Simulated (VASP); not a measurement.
H6C2O: single point with PBE+D3(BJ)

The system is H6C2O.

```xyz
36
Lattice="7.3484 0.0000 0.0000 0.0000 7.3484 0.0000 0.0000 0.0000 7.3484" Properties=species:S:1:pos:R:3 pbc="T T T"
O     7.7445    2.0419    5.2763
O     4.7566    3.2904    2.7421
O     6.2639    6.1453   -0.3776
O     5.9509   -0.2381    2.1904
C     7.8221    1.3126    4.3196
C     3.5943    2.9629    2.5815
C     6.1503    4.9422   -0.1052
C     5.6240    0.6729    1.4790
C     4.0781    5.1967    5.1853
C     3.6239    1.0299    6.0262
C     1.4485    3.2455    0.7044
C     0.5826    5.2958    4.2951
H     7.1932    1.2282    3.4862
H     8.6705    0.5663    4.2220
H     2.7568    3.6547    2.7556
H     3.3698    1.9123    2.3986
H     6.4032    4.1898   -0.9120
H     5.9379    4.4446    0.8679
H     4.5365    0.9324    1.2714
H     6.3324    1.2582    0.8911
H     3.9234    4.6958    4.2020
H     4.5156    6.1818    4.9716
H     4.5469    4.5141    5.9194
H     3.0477    5.3321    5.5794
H     4.0414    1.3911    7.0094
H     4.4199    0.8709    5.3383
H     2.8734    1.7196    5.7376
H     3.2684    0.0418    6.1805
H     1.9665    2.3278    0.9524
H     0.8244    3.5657    1.5446
H     0.8351    3.1086   -0.2847
H     2.1636    4.0581    0.5115
H     0.2161    5.8924    5.0797
H    -0.0980    4.3844    4.0957
H     1.4245    4.7117    4.6085
H     0.7253    5.8577    3.3476
```

```
Program                : VASP 6.6.1
Task                   : single point
Functional             : PBE
Dispersion             : D3(BJ)
Potentials or basis    : VASP PAW PBE potentials, release 64 (O_h, C_h, H_h)
Cutoff                 : 1000 eV
k mesh                 : 1 × 1 × 1
Occupations            : fermi-dirac, width 0.02 eV
Spin                   : no spin polarisation
Dipole correction      : no
Further INCAR settings : LREAL = Auto; ALGO = Normal; EDIFF = 1e-06; NBANDS = 64
```

| Property | Result |
| --- | --- |
| Pressure | 1.3 GPa |
| Largest force | 3.361 eV/Å |
| Band gap on the k mesh | 2.93 eV |
| Dispersion energy per atom | -0.039 eV |

Forces on the atoms (eV/Å):
```
O   -0.502  0.348 -0.068
O   -0.194 -0.063 -0.567
O   -0.297 -1.920  0.959
O    0.075 -0.157  0.887
C    2.391 -1.062  1.063
C    1.027  0.207  1.122
C    1.290  1.041 -1.500
C   -1.011 -0.179 -0.530
C   -1.721 -0.523 -0.619
C    0.930  0.363  1.905
C   -1.151  0.537 -1.865
C   -0.846 -2.529 -2.045
H   -1.828  0.445 -1.367
H   -0.095  0.304  0.289
H   -0.146  0.170 -0.050
H   -0.477 -0.572 -0.266
H   -0.163  0.287  0.361
H   -0.321  0.769  0.305
H    0.580 -0.261  0.367
H    0.551  0.471 -0.236
H    0.419  0.204  0.776
H    0.366 -0.613  0.491
H    0.173  0.500 -0.748
H    0.451  0.232 -0.091
H   -0.258 -0.229 -1.029
H    0.870  0.501 -0.824
H   -0.808  0.600 -0.582
H   -0.930 -0.772  0.404
H    0.011 -0.355 -0.163
H   -0.195 -0.080 -0.043
H    1.045  0.067  1.917
H    0.080 -0.105 -0.006
H   -0.634  0.800  1.016
H    0.126  1.633  0.087
H    1.127  0.298  0.131
H    0.063 -0.360  0.522
```

Stress tensor (GPa, compression positive):
```
 2.65 -0.67  0.44
-0.67 -0.08  1.06
 0.44  1.06  1.20
```

Levels at points of the mesh, in eV from the valence-band top:
| k point | band 36 | band 37 | band 38 | band 39 | band 40 | band 41 | band 42 | band 43 | band 44 | band 45 |
| --- | --- | --- | --- | --- | --- | --- | --- | --- | --- | --- |
| (0.00, 0.00, 0.00) | -2.01 | -0.69 | -0.40 | -0.15 | 0.00 | 2.93 | 3.25 | 3.29 | 3.72 | 4.94 |

Run time: 2.7 min on 1 thread of Intel(R) Xeon(R) Platinum 8375C CPU @ 2.90GHz (Ice Lake), with other jobs on the host, peak memory 0.89 GiB.

Caveat: the k points lie up to 0.86 Å⁻¹ apart; the atoms stand as in a frame of molecular dynamics.
